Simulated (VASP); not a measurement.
# TaN (P6_3mc) in VASP: notebook

TaN is run at these levels: PBE; tasks: single point.

Program: VASP 6.6.1. These are calculated values, not measurements. Logs are shortened: lines on timing, memory, paths and dates and some standing lists are left out, and cuts for length are marked.

## 1. The cell of the first run

Symmetry: P6_3mc, No. 186, hexagonal system. Conventional cell: a = 3.050 Å, b = 3.050 Å, c = 4.940 Å, α = 90.00°, β = 90.00°, γ = 120.00°. Ta (site symmetry 3m) has 4 N at 1.85 to 1.90 Å within 2.5 Å. N (site symmetry 3m) has 4 Ta at 1.85 to 1.90 Å within 2.5 Å.

## 2. Single point, PBE

Contents of INCAR:

```
SYSTEM = TaN
  PREC = Accurate
  ENCUT = 520
  EDIFF = 1E-6
  ISMEAR = 0
  SIGMA = 0.1
  LREAL = .False.
  LASPH = .True.
  NELM = 80
  ALGO = Normal
  ISIF = 2
  LWAVE = .False.
  LCHARG = .False.
  GGA = PE
  NBANDS = 24
```

Contents of KPOINTS:

```
regular mesh
0
Gamma
  12 12 6
  0 0 0
```

Contents of POSCAR:

```
TaN
1.0
    3.0500010905      0.0000000000      0.0000000000
   -1.5250005453      2.6413784260      0.0000000000
    0.0000000000      0.0000000000      4.9400000000
Ta N
2 2
Direct
    0.3333333333      0.6666666667      0.0000000000
    0.6666666667      0.3333333333      0.5000000000
    0.3333333333      0.6666666667      0.3850000000
    0.6666666667      0.3333333333      0.8850000000
```

Potentials or basis: VASP PAW PBE potentials, release 64 (Ta_pv, N).

Run with:

```console
$ cat potpaw_PBE.64/Ta_pv/POTCAR potpaw_PBE.64/N/POTCAR > POTCAR
$ mpirun -np 1 vasp_std > vasp.out
```

OUTCAR:

```text
SYSTEM = TaN
   PREC = Accurate
   ENCUT = 520
   EDIFF = 1E-6
   ISMEAR = 0
   LREAL = .False.
   LASPH = .True.
   NELM = 80
   ISIF = 2
   GGA = PE

 ion  position               nearest neighbor table
   1  0.333  0.667  0.000-   4 1.85   4 1.85   4 1.85   3 1.90   2 3.03   2 3.03   2 3.03   2 3.03
                             2 3.03   2 3.03
   2  0.667  0.333  0.500-   3 1.85   3 1.85   3 1.85   4 1.90   1 3.03   1 3.03   1 3.03   1 3.03
                             1 3.03   1 3.03
   3  0.333  0.667  0.385-   2 1.85   2 1.85   2 1.85   1 1.90
   4  0.667  0.333  0.885-   1 1.85   1 1.85   1 1.85   2 1.90

  LATTYP: Found a hexagonal cell.
 ALAT       =     3.0500010905
 C/A-ratio  =     1.6196715520

  Lattice vectors:

 A1 = (   3.0500010905,   0.0000000000,   0.0000000000)
 A2 = (  -1.5250005453,   2.6413784260,   0.0000000000)
 A3 = (   0.0000000000,   0.0000000000,   4.9400000000)

Analysis of symmetry for initial positions (statically):
=====================================================================
 Subroutine PRICEL returns:
 Original cell was already a primitive cell.

 Routine SETGRP: Setting up the symmetry group for a
 hexagonal supercell.

 Subroutine GETGRP returns: Found 12 space group operations
 (whereof  6 operations were pure point group operations)
 out of a pool of 24 trial point group operations.

The static configuration has the point symmetry C_3v.
 The point group associated with its full space group is C_6v.

Analysis of symmetry for dynamics (positions and initial velocities):
=====================================================================
 Subroutine PRICEL returns:
 Original cell was already a primitive cell.

 Routine SETGRP: Setting up the symmetry group for a
 hexagonal supercell.

 Subroutine GETGRP returns: Found 12 space group operations
 (whereof  6 operations were pure point group operations)
 out of a pool of 24 trial point group operations.

The dynamic configuration has the point symmetry C_3v.
 The point group associated with its full space group is C_6v.

 Subroutine INISYM returns: Found 12 space group operations
 (whereof  6 operations are pure point group operations),
 and found     1 'primitive' translations

----------------------------------------------------------------------------------------

                                     Primitive cell

  volume of cell :      39.7977

  direct lattice vectors                    reciprocal lattice vectors
     3.050001090  0.000000000  0.000000000     0.327868735  0.189295103  0.000000000
    -1.525000545  2.641378426  0.000000000     0.000000000  0.378590205  0.000000000
[... 94 lines left out ...]
   NFREE  =      0    steps in history (QN), initial steepest desc. (CG)
   ISIF   =      2    stress and relaxation
   ISYM   =      2    0-nonsym 1-usesym 2-fastsym
   POTIM  = 0.5000    time-step for ionic-motion
   TEBEG  =    0.0;   TEEND  =   0.0 temperature during run
   PSTRESS=    0.0 pullay stress
   NELECT =      32.0000    total number of electrons
   NUPDOWN=      -1.0000    fix difference up-down
   EMIN   =  10.00;   EMAX   =-10.00  energy-range for DOS
   EFERMI =   0.00;   METHOD = LEGACY
   ISMEAR =     0;   SIGMA  =   0.10  broadening in eV -4-tet -1-fermi 0-gaus
   EFERMI_NEDOS =   21; number of points for ismear=-14 and -15
   IALGO  =     38    algorithm
   IMIX   =      4    mixing-type and parameters
     AMIX     =   0.40;   BMIX     =  1.00
     AMIX_MAG =   1.60;   BMIX_MAG =  1.00
  volume/ion in A,a.u.               =       9.95        67.14
  Fermi-wavevector in a.u.,A,eV,Ry     =   1.522319  2.876766 31.530886  2.317455
  Thomas-Fermi vector in A             =   2.630914
   LORBIT       =      0    0 simple, 1 ext, 2 COOP (PROOUT), +10 PAW based schemes
   GGA     = PE    functional components
   LHFCALC =     F    Hartree Fock is set to
   AEXX    =    0.0000 exact exchange contribution
   IVDW    =     0    specifies the selected vdW correction
   LEPSILON=     F    determine dielectric tensor
   LRPA    =     F    only Hartree local field effects (RPA)
 non-spin polarized calculation
 Gauss-broadening in eV      SIGMA  =   0.10
  energy-cutoff  :      520.00
  volume of cell :       39.80
 maximum number of plane-waves:      1093
 NGX is ok and might be reduce to    24
   NGX = 11   NGY = 11   NGZ = 19

 number of electron      32.0000000 magnetization

 Free energy of the ion-electron system (eV)
  ---------------------------------------------------
  ext. energy  EPLUGINS =         0.00000000
  ---------------------------------------------------
  free energy    TOTEN  =       -37.66969864 eV

  energy without entropy =      -37.66341010  energy(sigma->0) =      -37.66655437

 E-fermi :   9.7633     XC(G=0): -13.5431

 val. band max:        9.7572117198   @ k =   0.3333   0.0000   0.1667
 cond. band min:       9.7980517442   @ k =   0.0833  -0.0000   0.0000
 fundamental gap:      0.0408400243
 Fermi energy:         9.7633004244

 k-point     1 :       0.0000    0.0000    0.0000
  band No.  band energies     occupation
      1     -26.3241      2.00000
      2     -25.2169      2.00000
      3     -25.2169      2.00000
      4     -25.0257      2.00000
      5     -25.0257      2.00000
      6     -24.9682      2.00000
[... 637 lines left out ...]
     23      16.6013      0.00000
     24      17.9365      0.00000

 [... further k-points ...]

------------------------ aborting loop because EDIFF is reached ----------------------------------------

  FORCE on cell =-STRESS in cart. coord.  units (eV):
  Direction    XX          YY          ZZ          XY          YZ          ZX
  --------------------------------------------------------------------------------------
  -------------------------------------------------------------------------------------
  Total       36.9304920     36.9304920     30.6142027     -0.0000000     -0.0000000      0.0000000
  in kB     1486.7505456   1486.7505457   1232.4688897     -0.0000000     -0.0000000      0.0000000
  external PRESSURE =    1401.9899937 kB  Pullay stress =       0.0000000 kB

 VOLUME and BASIS-vectors are now :
 -----------------------------------------------------------------------------
  energy-cutoff  :      520.00
  volume of cell :       39.80
      direct lattice vectors                 reciprocal lattice vectors
     3.050001090  0.000000000  0.000000000     0.327868735  0.189295103  0.000000000
    -1.525000545  2.641378426  0.000000000     0.000000000  0.378590205  0.000000000
     0.000000000  0.000000000  4.940000000     0.000000000  0.000000000  0.202429150

 POSITION                                       TOTAL-FORCE (eV/Angst)
 -----------------------------------------------------------------------------------
     -0.00000      1.76092      0.00000        -0.000000     -0.000000      2.446137
      1.52500      0.88046      2.47000        -0.000000      0.000000      2.446137
     -0.00000      1.76092      1.90190        -0.000000     -0.000000     -2.446137
      1.52500      0.88046      4.37190         0.000000     -0.000000     -2.446137
 -----------------------------------------------------------------------------------
    total drift:                               -0.000000      0.000000      0.000984

  FREE ENERGIE OF THE ION-ELECTRON SYSTEM (eV)
  ---------------------------------------------------
  free  energy   TOTEN  =       -37.6696986398 eV

  energy  without entropy=      -37.6634101039  energy(sigma->0) =      -37.66655437
```

stdout:

```text
POSCAR found type information on POSCAR TaN
 POSCAR found :  2 types and       4 ions
 scaLAPACK will be used
 LDA part: xc-table for (Slater+PW92), standard interpolation
 POSCAR, INCAR and KPOINTS ok, starting setup
 FFT: planning ... GRIDC
 FFT: planning ... GRID_SOFT
 FFT: planning ... GRID
 WAVECAR not read
 entering main loop
```

It took 71 s on 1 thread of Intel Xeon 8259CL, shared host; peak memory 0.2 GiB.

Results:

```
Free energy            : -37.6697 eV
Pressure               : 140.2 GPa
Largest force          : 2.446 eV/Å
Band gap on the k mesh : zero (bands 16 and 17 overlap by 2.86 eV)
```

Forces on the atoms (eV/Å):
```
Ta   0.000  0.000  2.446
Ta   0.000  0.000  2.446
N    0.000  0.000 -2.446
N    0.000  0.000 -2.446
```

Caveat: the cell stands under pressure; spin-orbit coupling is left out, which moves the levels of the heavy elements; forces of over 1 eV/Å act on the atoms, so gaps and moduli don't describe the material at rest.

## 3. Single point, PBE

Contents of INCAR:

```
  ALGO = Normal
  EDIFF = 1E-7
  ENCUT = 520
  GGA = PE
  ISIF = 2
  ISMEAR = 0
  LASPH = True
  LCHARG = False
  LREAL = False
  LWAVE = False
  NBANDS = 24
  NELM = 100
  PREC = Accurate
  SIGMA = 0.1
```

Contents of KPOINTS:

```
k-points
0
Gamma
  15 15 8
```

POSCAR is that of step 2.

Potentials or basis: VASP PAW PBE potentials, release 64 (Ta_pv, N).

Run with:

```console
$ cat potpaw_PBE.64/Ta_pv/POTCAR potpaw_PBE.64/N/POTCAR > POTCAR
$ mpirun -np 1 vasp_std > vasp.out
```

OUTCAR:

```text
EDIFF = 1E-7
   ENCUT = 520
   GGA = PE
   ISIF = 2
   ISMEAR = 0
   LASPH = True
   LREAL = False
   NELM = 100
   PREC = Accurate

 ion  position               nearest neighbor table
   1  0.333  0.667  0.000-   4 1.85   4 1.85   4 1.85   3 1.90   2 3.03   2 3.03   2 3.03   2 3.03
                             2 3.03   2 3.03
   2  0.667  0.333  0.500-   3 1.85   3 1.85   3 1.85   4 1.90   1 3.03   1 3.03   1 3.03   1 3.03
                             1 3.03   1 3.03
   3  0.333  0.667  0.385-   2 1.85   2 1.85   2 1.85   1 1.90
   4  0.667  0.333  0.885-   1 1.85   1 1.85   1 1.85   2 1.90

  LATTYP: Found a hexagonal cell.
 ALAT       =     3.0500010905
 C/A-ratio  =     1.6196715520

  Lattice vectors:

 A1 = (   3.0500010905,   0.0000000000,   0.0000000000)
 A2 = (  -1.5250005453,   2.6413784260,   0.0000000000)
 A3 = (   0.0000000000,   0.0000000000,   4.9400000000)

Analysis of symmetry for initial positions (statically):
=====================================================================
 Subroutine PRICEL returns:
 Original cell was already a primitive cell.

 Routine SETGRP: Setting up the symmetry group for a
 hexagonal supercell.

 Subroutine GETGRP returns: Found 12 space group operations
 (whereof  6 operations were pure point group operations)
 out of a pool of 24 trial point group operations.

The static configuration has the point symmetry C_3v.
 The point group associated with its full space group is C_6v.

Analysis of symmetry for dynamics (positions and initial velocities):
=====================================================================
 Subroutine PRICEL returns:
 Original cell was already a primitive cell.

 Routine SETGRP: Setting up the symmetry group for a
 hexagonal supercell.

 Subroutine GETGRP returns: Found 12 space group operations
[... 125 lines left out ...]
   IALGO  =     38    algorithm
   IMIX   =      4    mixing-type and parameters
     AMIX     =   0.40;   BMIX     =  1.00
     AMIX_MAG =   1.60;   BMIX_MAG =  1.00
  volume/ion in A,a.u.               =       9.95        67.14
  Fermi-wavevector in a.u.,A,eV,Ry     =   1.522319  2.876766 31.530886  2.317455
  Thomas-Fermi vector in A             =   2.630914
   LORBIT       =      0    0 simple, 1 ext, 2 COOP (PROOUT), +10 PAW based schemes
   GGA     = PE    functional components
   LHFCALC =     F    Hartree Fock is set to
   AEXX    =    0.0000 exact exchange contribution
   IVDW    =     0    specifies the selected vdW correction
   LEPSILON=     F    determine dielectric tensor
   LRPA    =     F    only Hartree local field effects (RPA)
 non-spin polarized calculation
 Gauss-broadening in eV      SIGMA  =   0.10
  energy-cutoff  :      520.00
  volume of cell :       39.80
 maximum number of plane-waves:      1093
 NGX is ok and might be reduce to    24
   NGX = 11   NGY = 11   NGZ = 19

 number of electron      32.0000000 magnetization

 Free energy of the ion-electron system (eV)
  ---------------------------------------------------
  ext. energy  EPLUGINS =         0.00000000
  ---------------------------------------------------
  free energy    TOTEN  =       -37.67591150 eV

  energy without entropy =      -37.67018731  energy(sigma->0) =      -37.67304941

 E-fermi :   9.8146     XC(G=0): -13.5441

 val. band max:        9.8120574057   @ k =   0.2000   0.0667   0.3750
 cond. band min:       9.8257541541   @ k =   0.1333   0.0667   0.3750
 fundamental gap:      0.0136967484
 Fermi energy:         9.8145506413

 k-point     1 :       0.0000    0.0000    0.0000
  band No.  band energies     occupation
      1     -26.3325      2.00000
      2     -25.2242      2.00000
      3     -25.2242      2.00000
      4     -25.0331      2.00000
      5     -25.0331      2.00000
      6     -24.9775      2.00000
[... 637 lines left out ...]
     23      16.8265      0.00000
     24      17.4055      0.00000

 [... further k-points ...]

------------------------ aborting loop because EDIFF is reached ----------------------------------------

  FORCE on cell =-STRESS in cart. coord.  units (eV):
  Direction    XX          YY          ZZ          XY          YZ          ZX
  --------------------------------------------------------------------------------------
  -------------------------------------------------------------------------------------
  Total       36.9865721     36.9865721     30.5565714     -0.0000000      0.0000000      0.0000000
  in kB     1489.0082226   1489.0082226   1230.1487661     -0.0000000      0.0000000      0.0000000
  external PRESSURE =    1402.7217371 kB  Pullay stress =       0.0000000 kB

 VOLUME and BASIS-vectors are now :
 -----------------------------------------------------------------------------
  energy-cutoff  :      520.00
  volume of cell :       39.80
      direct lattice vectors                 reciprocal lattice vectors
     3.050001090  0.000000000  0.000000000     0.327868735  0.189295103  0.000000000
    -1.525000545  2.641378426  0.000000000     0.000000000  0.378590205  0.000000000
     0.000000000  0.000000000  4.940000000     0.000000000  0.000000000  0.202429150

 POSITION                                       TOTAL-FORCE (eV/Angst)
 -----------------------------------------------------------------------------------
     -0.00000      1.76092      0.00000        -0.000000      0.000000      2.391995
      1.52500      0.88046      2.47000         0.000000      0.000000      2.391995
     -0.00000      1.76092      1.90190        -0.000000      0.000000     -2.391995
      1.52500      0.88046      4.37190         0.000000     -0.000000     -2.391995
 -----------------------------------------------------------------------------------
    total drift:                               -0.000000      0.000000      0.000589

  FREE ENERGIE OF THE ION-ELECTRON SYSTEM (eV)
  ---------------------------------------------------
  free  energy   TOTEN  =       -37.6759115015 eV

  energy  without entropy=      -37.6701873125  energy(sigma->0) =      -37.67304941
```

It took 2.3 min on 1 thread of Intel Xeon 8259CL, shared host; peak memory 0.24 GiB.

Results:

| Item | Value |
| --- | --- |
| Free energy | -37.6759 eV |
| Pressure | 140.3 GPa |
| Largest force | 2.392 eV/Å |
| Band gap on the k mesh | zero (bands 16 and 17 overlap by 2.86 eV) |

Forces on the atoms (eV/Å):
```
Ta   0.000  0.000  2.392
Ta   0.000  0.000  2.392
N    0.000  0.000 -2.392
N    0.000  0.000 -2.392
```

Stress tensor (GPa, compression positive):
```
148.90   0.00   0.00
  0.00 148.90   0.00
  0.00   0.00 123.01
```

Caveat: the cell stands under pressure; spin-orbit coupling is left out, which moves the levels of the heavy elements; forces of over 1 eV/Å act on the atoms, so gaps and moduli don't describe the material at rest.
